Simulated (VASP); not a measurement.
Write the native input for VASP 6.6.1 that does the following.

```yaml
Task: single point
Functional: PBE
Potentials_or_basis: VASP PAW PBE potentials, release 64 (Cd)
Cutoff: 520 eV
k_mesh: 12 × 12 × 12
Occupations: fermi-dirac, width 0.08 eV
Spin: no spin polarisation
Dipole_correction: no
Further_INCAR_settings: ALGO = Normal; EDIFF = 1e-07; NBANDS = 19
```

The structure of Cd lies in POSCAR:

```
Cd
1.0
    0.0000000000      2.6888564781      2.6888564781
    2.6888564781      0.0000000000      2.6888564781
    2.6888564781      2.6888564781      0.0000000000
Cd
2
Direct
   -0.1250000000     -0.1250000000     -0.1250000000
    0.1250000000      0.1250000000      0.1250000000
```

This isn't the form of Cd at room conditions, which is hcp.

One way to write it, as run:

INCAR

```
  PREC = Accurate
  ENCUT = 520
  EDIFF = 1E-7
  ISMEAR = -1
  SIGMA = 0.08
  LREAL = F
  LASPH = T
  NELM = 80
  ALGO = Normal
  ISIF = 2
  LWAVE = F
  LCHARG = T
  GGA = PE
  LELF = T
  LVHAR = T
  NBANDS = 19
```

KPOINTS

```
Automatic mesh
0
Gamma
  12 12 12
```

Potentials or basis: VASP PAW PBE potentials, release 64 (Cd).

Launch:

```bash
$ cat potpaw_PBE.64/Cd/POTCAR > POTCAR
$ mpirun -np 1 vasp_std > vasp.out
```

Results of the run:

```json
{
  "Pressure": "66.1 GPa",
  "Band gap on the k mesh": "zero (bands 12 and 13 overlap by 9.54 eV)"
}
```

Caveat: the cell stands under pressure.

It took 54 s on 1 thread of Intel(R) Xeon(R) Platinum 8259CL CPU @ 2.50GHz (Skylake/Cascade Lake) (shared host), peak memory 0.18 GiB.
